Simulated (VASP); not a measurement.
Write the native input for VASP 6.6.1 that does the following.

| Item | Value |
| --- | --- |
| Task | electric field gradients |
| Functional | PBEsol |
| Potentials or basis | VASP PAW PBE potentials, release 64 (Sn_d) |
| Cutoff | 520 eV |
| k mesh | 11 × 11 × 11 |
| Occupations | fermi-dirac, width 0.05 eV |
| Spin | no spin polarisation |
| Dipole correction | no |
| Further INCAR settings | ALGO = Normal; EDIFF = 1e-08; NBANDS = 21 |

The structure of Sn lies in POSCAR:

```
Sn
1.0
    0.0000000000      3.2563828035      3.2563828035
    3.2563828035      0.0000000000      3.2563828035
    3.2563828035      3.2563828035      0.0000000000
Sn
2
Direct
    0.5000000000      0.5000000000      0.5000000000
    0.7500000000      0.7500000000      0.7500000000
```

This isn't the form of Sn at room conditions, which is tetragonal (white tin).

The input as run:

INCAR

```
SYSTEM = Sn
ALGO = Normal
EDIFF = 1E-8
ENCUT = 520
GGA = PS
ISIF = 2
ISMEAR = -1
LASPH = .TRUE.
LCHARG = .FALSE.
LEFG = .TRUE.
LREAL = .FALSE.
LWAVE = .FALSE.
NBANDS = 21
NELM = 60
PREC = Accurate
SIGMA = 0.05
```

KPOINTS

```
k-points
0
G
  11 11 11
  0 0 0
```

Potentials or basis: VASP PAW PBE potentials, release 64 (Sn_d).

Run with:

```sh
$ cat potpaw_PBE.64/Sn_d/POTCAR > POTCAR
$ mpirun -np 1 vasp_std > vasp.out
```

It gave:

The pressure is 0.5 GPa and the band gap on the k mesh is zero (bands 14 and 15 overlap by 0.16 eV). The largest electric field gradient by atom is under 0.05 V/Å² on every atom.

Caveat: the PAW data sets were made with another functional, which shifts forces and pressure a little; spin-orbit coupling is left out, which moves the levels of the heavy elements.

Wall time 48 s on 1 thread of AMD EPYC 9R45 96-Core Processor (Zen 5) (shared host), peak memory 0.2 GiB.
